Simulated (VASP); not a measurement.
# PbS (lda) (I4/mmm) in VASP: relaxation of the atoms with LDA

Aim: the relaxation of the atoms of PbS (lda) with LDA.

All numbers are computed with VASP 6.6.1; they aren't measurements. Logs are shortened: lines on timing, memory, paths and dates and some standing lists are left out, and cuts for length are marked.

### Step 1. The cell of the first run

It takes space group I4/mmm (No. 139, tetragonal). Conventional cell: a = 4.093 Å, b = 4.093 Å, c = 5.881 Å, α = 90.00°, β = 90.00°, γ = 90.00°. Within 3.8 Å of Pb (site symmetry 4/mmm) lie 6 S at 2.89 to 2.94 Å. Within 3.8 Å of S (site symmetry 4/mmm) lie 6 Pb at 2.89 to 2.94 Å.

### Step 2. Relaxation of the atoms, LDA (strained cell)

INCAR reads:

```
PREC = Accurate
ENCUT = 450
EDIFF = 1E-7
ISMEAR = 0
SIGMA = 0.01
LREAL = F
LASPH = T
NELM = 120
ALGO = Normal
ISIF = 2
LWAVE = F
LCHARG = F
GGA = CA
IBRION = 2
NSW = 60
EDIFFG = -0.002
GGA_COMPAT = F
NELMIN = 4
```

KPOINTS reads:

```
Automatic mesh
0
Gamma
  10 10 10
```

POSCAR reads:

```
PbS
1.0
    0.0000000000      2.8939215871      2.9406920370
    2.8939215871      0.0000000000      2.9406920370
    2.8939215871      2.8939215871      0.0000000000
Pb S
1 1
Direct
    0.0000000000      0.0000000000      0.0000000000
    0.5000000000      0.5000000000      0.5000000000
```

Potentials or basis: VASP PAW LDA potentials, release 64 (Pb_d, S).

On the command line:

```bash
cat potpaw_LDA.64/Pb_d/POTCAR potpaw_LDA.64/S/POTCAR > POTCAR
mpirun -np 1 vasp_std > vasp.out
```

OUTCAR:

```text
PREC = Accurate
   ENCUT = 450
   EDIFF = 1E-7
   ISMEAR = 0
   LREAL = F
   LASPH = T
   NELM = 120
   ISIF = 2
   GGA = CA
   IBRION = 2
   NSW = 60
   EDIFFG = -0.002
   NELMIN = 4

 ion  position               nearest neighbor table
   1  0.000  0.000  0.000-   2 2.89   2 2.89   2 2.89   2 2.89   2 2.94   2 2.94
   2  0.500  0.500  0.500-   1 2.89   1 2.89   1 2.89   1 2.89   1 2.94   1 2.94

  LATTYP: Found a body centered tetragonal cell.
 ALAT       =     4.0926231569
 C/A-ratio  =     1.4370695391

  Lattice vectors:

 A1 = (  -2.8939215871,   0.0000000000,   2.9406920370)
 A2 = (   2.8939215871,   0.0000000000,   2.9406920370)
 A3 = (   0.0000000000,   2.8939215871,  -2.9406920370)

Analysis of symmetry for initial positions (statically):
=====================================================================
 Subroutine PRICEL returns:
 Original cell was already a primitive cell.

 Routine SETGRP: Setting up the symmetry group for a
 body centered tetragonal supercell.

 Subroutine GETGRP returns: Found 16 space group operations
 (whereof 16 operations were pure point group operations)
 out of a pool of 16 trial point group operations.

The static configuration has the point symmetry D_4h.

Analysis of symmetry for dynamics (positions and initial velocities):
=====================================================================
 Subroutine PRICEL returns:
 Original cell was already a primitive cell.

 Routine SETGRP: Setting up the symmetry group for a
 body centered tetragonal supercell.

 Subroutine GETGRP returns: Found 16 space group operations
 (whereof 16 operations were pure point group operations)
 out of a pool of 16 trial point group operations.

The dynamic configuration has the point symmetry D_4h.

 Subroutine INISYM returns: Found 16 space group operations
 (whereof 16 operations are pure point group operations),
 and found     1 'primitive' translations

----------------------------------------------------------------------------------------

                                     Primitive cell

  volume of cell :      49.2553

  direct lattice vectors                    reciprocal lattice vectors
     0.000000000  2.893921587  2.940692037    -0.172775932  0.172775932  0.170028005
     2.893921587  0.000000000  2.940692037     0.172775932 -0.172775932  0.170028005
     2.893921587  2.893921587  0.000000000     0.172775932  0.172775932 -0.170028005

  length of vectors
     4.125827409  4.125827409  4.092623157     0.297678632  0.297678632  0.297678632

  position of ions in fractional coordinates (direct lattice)
     0.000000000  0.000000000  0.000000000
     0.500000000  0.500000000  0.500000000

  ion indices of the primitive-cell ions
   primitive index   ion index
                 1           1
                 2           2

----------------------------------------------------------------------------------------

 KPOINTS: Automatic mesh

Automatic generation of k-mesh.
 Grid dimensions read from file:
 generate k-points for:   10   10   10

 Generating k-lattice:

  Cartesian coordinates                     Fractional coordinates (reciprocal lattice)
    -0.017277593  0.017277593  0.017002800     0.100000000 -0.000000000  0.000000000
     0.017277593 -0.017277593  0.017002800    -0.000000000  0.100000000  0.000000000
     0.017277593  0.017277593 -0.017002800     0.000000000  0.000000000  0.100000000

  Length of vectors
     0.029767863  0.029767863  0.029767863

  Shift w.r.t. Gamma in fractional coordinates (k-lattice)
     0.000000000  0.000000000  0.000000000

 Subroutine IBZKPT returns following result:
 ===========================================

 Found    102 irreducible k-points:

 Following reciprocal coordinates:
            Coordinates               Weight
  0.000000  0.000000  0.000000      1.000000
  0.100000  0.000000  0.000000      8.000000
  0.200000  0.000000  0.000000      8.000000
  0.300000  0.000000  0.000000      8.000000
  0.400000  0.000000  0.000000      8.000000
  0.500000  0.000000  0.000000      4.000000
[... 16 lines left out ...]
  0.300000  0.300000  0.000000      2.000000
  0.400000  0.300000  0.000000      8.000000
 [... further k-points ...]
   k-points           NKPTS =    102   k-points in BZ     NKDIM =    102   number of bands    NBANDS=     14
   number of dos      NEDOS =    301   number of ions     NIONS =      2
   total plane-waves  NPLWV =  25200
   dimension x,y,z NGX =    30 NGY =   30 NGZ =   28
   dimension x,y,z NGXF=    60 NGYF=   60 NGZF=   56
   ions per type =               1   1
   NGX,Y,Z   is equivalent  to a cutoff of  12.09, 12.09, 11.37 a.u.
   NGXF,Y,Z  is equivalent  to a cutoff of  24.18, 24.18, 22.75 a.u.
 SYSTEM =  unknown system
   PREC   = accura    normal or accurate (medium, high low for compatibility)
   ISTART =      0    job   : 0-new  1-cont  2-samecut
   ICHARG =      2    charge: 1-file 2-atom 10-const
   ISPIN  =      1    spin polarized calculation?
   LNONCOLLINEAR =      F non collinear calculations
   LSORBIT =      F    spin-orbit coupling
   LASPH  =      T    aspherical Exc in radial PAW
   ENCUT  =  450.0 eV  33.07 Ry    5.75 a.u.   7.14  7.14  7.08*2*pi/ulx,y,z
   NELM   =    120;   NELMIN=  4; NELMDL= -5     # of ELM steps
   EDIFF  = 0.1E-06   stopping-criterion for ELM
   LREAL  =      F    real-space projection
   EDIFFG = -.2E-02   stopping-criterion for IOM
   NSW    =     60    number of steps for IOM
   IBRION =      2    ionic relax: 0-MD 1-quasi-New 2-CG
   NFREE  =      1    steps in history (QN), initial steepest desc. (CG)
   ISIF   =      2    stress and relaxation
   ISYM   =      2    0-nonsym 1-usesym 2-fastsym
   POTIM  = 0.5000    time-step for ionic-motion
   TEBEG  =    0.0;   TEEND  =   0.0 temperature during run
   PSTRESS=    0.0 pullay stress
   NELECT =      20.0000    total number of electrons
   NUPDOWN=      -1.0000    fix difference up-down
   EMIN   =  10.00;   EMAX   =-10.00  energy-range for DOS
   EFERMI =   0.00;   METHOD = LEGACY
   ISMEAR =     0;   SIGMA  =   0.01  broadening in eV -4-tet -1-fermi 0-gaus
   EFERMI_NEDOS =   21; number of points for ismear=-14 and -15
   IALGO  =     38    algorithm
   IMIX   =      4    mixing-type and parameters
     AMIX     =   0.40;   BMIX     =  1.00
     AMIX_MAG =   1.60;   BMIX_MAG =  1.00
  volume/ion in A,a.u.               =      24.63       166.20
  Fermi-wavevector in a.u.,A,eV,Ry     =   1.212273  2.290864 19.995205  1.469606
  Thomas-Fermi vector in A             =   2.347762
   LORBIT       =      0    0 simple, 1 ext, 2 COOP (PROOUT), +10 PAW based schemes
   GGA     = CA    functional components
   LHFCALC =     F    Hartree Fock is set to
   AEXX    =    0.0000 exact exchange contribution
   IVDW    =     0    specifies the selected vdW correction
   LEPSILON=     F    determine dielectric tensor
   LRPA    =     F    only Hartree local field effects (RPA)
 conjugate gradient relaxation of ions
 non-spin polarized calculation
 Gauss-broadening in eV      SIGMA  =   0.01
  energy-cutoff  :      450.00
  volume of cell :       49.26
 maximum number of plane-waves:      1080
 NGX is ok and might be reduce to    30
   NGX = 15   NGY = 15   NGZ = 15

 number of electron      20.0000002 magnetization

 Free energy of the ion-electron system (eV)
  ---------------------------------------------------
  ext. energy  EPLUGINS =         0.00000000
  ---------------------------------------------------
  free energy    TOTEN  =        -9.99192316 eV

  energy without entropy =       -9.99191345  energy(sigma->0) =       -9.99191831

 E-fermi :   6.4493     XC(G=0): -10.2946

 val. band max:        6.4369344665   @ k =   0.5000   0.0000   0.0000
 cond. band min:       6.4617262115   @ k =   0.5000   0.0000   0.0000
 fundamental gap:      0.0247917451
 Fermi energy:         6.4493303391

 k-point     1 :       0.0000    0.0000    0.0000
  band No.  band energies     occupation
      1     -10.5077      2.00000
      2     -10.5077      2.00000
      3     -10.5067      2.00000
      4     -10.5057      2.00000
      5     -10.4961      2.00000
      6      -7.7328      2.00000
      7       0.4114      2.00000
      8       3.8791      2.00000
      9       3.8791      2.00000
     10       4.0140      2.00000
     11      11.3689      0.00000
     12      11.7531      0.00000
     13      11.7531      0.00000
     14      12.8174      0.00000

 k-point     2 :       0.1000    0.0000    0.0000
  band No.  band energies     occupation
      1     -10.5097      2.00000
      2     -10.5070      2.00000
      3     -10.5056      2.00000
      4     -10.5008      2.00000
      5     -10.4969      2.00000
      6      -7.6371      2.00000
      7       0.0369      2.00000
      8       3.9151      2.00000
      9       3.9852      2.00000
     10       4.2229      2.00000
     11      10.5675      0.00000
     12      10.9627      0.00000
     13      11.1216      0.00000
     14      12.8689      0.00000

 k-point     3 :       0.2000    0.0000    0.0000
  band No.  band energies     occupation
      1     -10.5192      2.00000
      2     -10.5133      2.00000
      3     -10.5062      2.00000
      4     -10.4859      2.00000
      5     -10.4854      2.00000
      6      -7.3608      2.00000
      7      -0.8080      2.00000
      8       4.0194      2.00000
      9       4.0719      2.00000
     10       4.8063      2.00000
     11       9.1933      0.00000
     12       9.8765      0.00000
     13      10.0425      0.00000
     14      12.8727      0.00000
[... 324 lines left out ...]
 k-point    23 :       0.3000    0.3000    0.0000
  band No.  band energies     occupation
      1     -10.6209      2.00000
      2     -10.5279      2.00000
      3     -10.4760      2.00000
      4     -10.4589      2.00000
      5     -10.4589      2.00000
      6      -6.6598      2.00000
      7      -1.0777      2.00000
      8       2.9851      2.00000
      9       2.9851      2.00000
     10       3.3602      2.00000
     11       9.4834      0.00000
     12      10.4666      0.00000
     13      11.5688      0.00000
     14      11.5688      0.00000

 k-point    24 :       0.4000    0.3000    0.0000
  band No.  band energies     occupation
      1     -10.6462      2.00000
      2     -10.5276      2.00000
      3     -10.4790      2.00000
      4     -10.4512      2.00000
      5     -10.4461      2.00000
      6      -6.3194      2.00000
      7      -1.3622      2.00000
      8       2.3302      2.00000
      9       2.8986      2.00000
     10       3.1398      2.00000
     11      10.0125      0.00000
     12      10.3734      0.00000
     13      11.4089      0.00000
     14      11.8545      0.00000

 [... further k-points ...]
[... 5 lines left out ...]
  --------------------------------------------------------------------------------------
  -------------------------------------------------------------------------------------
  Total        0.5532008      0.5532008     -0.1894915      0.0000000      0.0000000     -0.0000000
  in kB       17.9945230     17.9945230     -6.1637811      0.0000000      0.0000000     -0.0000000
  external PRESSURE =       9.9417550 kB  Pullay stress =       0.0000000 kB

 VOLUME and BASIS-vectors are now :
 -----------------------------------------------------------------------------
  energy-cutoff  :      450.00
  volume of cell :       49.26
      direct lattice vectors                 reciprocal lattice vectors
     0.000000000  2.893921587  2.940692037    -0.172775932  0.172775932  0.170028005
     2.893921587  0.000000000  2.940692037     0.172775932 -0.172775932  0.170028005
     2.893921587  2.893921587  0.000000000     0.172775932  0.172775932 -0.170028005

 POSITION                                       TOTAL-FORCE (eV/Angst)
 -----------------------------------------------------------------------------------
      0.00000      0.00000      0.00000        -0.000000     -0.000000     -0.000000
      2.89392      2.89392      2.94069         0.000000      0.000000      0.000000
 -----------------------------------------------------------------------------------
    total drift:                               -0.000000      0.000000      0.000000

  FREE ENERGIE OF THE ION-ELECTRON SYSTEM (eV)
  ---------------------------------------------------
  free  energy   TOTEN  =        -9.9919231620 eV

  energy  without entropy=       -9.9919134527  energy(sigma->0) =       -9.99191831

 reached required accuracy - stopping structural energy minimisation
```

Wall time 1.9 min (1 thread of AMD EPYC, shared host); peak memory 0.15 GiB.

Results:

- Free energy: -9.9919 eV
- Pressure after relaxing: 1.0 GPa

Stress tensor (GPa, compression positive):
```
 1.80  0.00  0.00
 0.00  1.80  0.00
 0.00  0.00 -0.62
```

Final structure:
```
CELL_PARAMETERS angstrom
0.00000 2.89392 2.94069
2.89392 0.00000 2.94069
2.89392 2.89392 0.00000
ATOMIC_POSITIONS crystal
Pb 0.00000 0.00000 0.00000
S 0.50000 0.50000 0.50000
```

Caveat: the cell differs from its parent crystal (strained cell); the relaxation stopped at its first step, so nothing moved; spin-orbit coupling is left out, which moves the levels of the heavy elements.
